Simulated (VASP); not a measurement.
Wanted: the native input for a VASP 6.6.1 run.

```
Task                   : single point
Functional             : r2SCAN
Potentials or basis    : VASP PAW PBE potentials, release 64 (Mo_sv)
Cutoff                 : 550 eV
k mesh                 : 7 × 7 × 2, shifted
Occupations            : fermi-dirac, width 0.0157 eV
Spin                   : collinear spin
Starting moments       : [2.0, 2.0, 2.0, 2.0] μB
Dipole correction      : no
Further INCAR settings : ALGO = Normal; EDIFF = 1e-06; NBANDS = 40
```

The system is Mo.

```
CELL_PARAMETERS angstrom
1.40770 2.43820 0.00000
-1.40770 2.43820 0.00000
0.00000 0.00000 9.11722
ATOMIC_POSITIONS crystal
Mo 0.00000 0.00000 0.00000
Mo 0.00000 0.00000 0.50000
Mo 0.33333 0.33334 0.75000
Mo 0.66666 0.66667 0.25000
```

This isn't the form of Mo at room conditions, which is bcc.

The input as run:

POSCAR

```
Mo
1.0
    1.4076992200      2.4382046800      0.0000000000
   -1.4076992200      2.4382046800      0.0000000000
    0.0000000000      0.0000000000      9.1172218100
Mo
4
Direct
    0.0000000000      0.0000000000      0.0000000000
    0.0000000000      0.0000000000      0.5000000000
    0.3333300000      0.3333400000      0.7500000000
    0.6666600000      0.6666700000      0.2500000000
```

INCAR.step1

```
PREC = Accurate
ENCUT = 550
ISMEAR = -1
SIGMA = 0.0157
LREAL = F
LASPH = T
NELM = 200
ISPIN = 2
MAGMOM = 2 2 2 2
LMAXMIX = 4
NBANDS = 40
GGA = PE
ALGO = Normal
EDIFF = 1E-5
LWAVE = T
LCHARG = F
GGA_COMPAT = F
```

INCAR.step2

```
PREC = Accurate
ENCUT = 550
EDIFF = 1E-6
ISMEAR = -1
SIGMA = 0.0157
LREAL = F
LASPH = T
NELM = 200
ALGO = Normal
ISIF = 2
LWAVE = F
LCHARG = F
ISPIN = 2
MAGMOM = 2 2 2 2
LORBIT = 11
LMAXMIX = 4
METAGGA = R2SCAN
LMIXTAU = T
NBANDS = 40
ISTART = 1
GGA_COMPAT = F
```

KPOINTS

```
Automatic mesh
0
Gamma
  7 7 2
  0 0 0.5
```

Potentials or basis: VASP PAW PBE potentials, release 64 (Mo_sv).

Command:

```sh
$ cat potpaw_PBE.64/Mo_sv/POTCAR > POTCAR
$ cp INCAR.step1 INCAR
$ mpirun -np 1 vasp_std > vasp.out
$ cp INCAR.step2 INCAR
$ mpirun -np 1 vasp_std > vasp.out
```

It gave:

* Pressure: 4.4 GPa
* Net moment: 0.36 μB per cell
* Site moments: Mo +0.08, +0.06 (each value once) μB
* Valence electrons inside the program's atomic spheres: Mo 12.50

Caveat: the k points lie up to 0.37 Å⁻¹ apart; a moment this small can come from the mesh or the smearing; the PAW data sets were made with another functional, which shifts forces and pressure a little.

Wall time 7.8 min on 1 thread of Oxide Virtual Turin-like Processor, with other jobs on the host, peak memory 0.23 GiB.
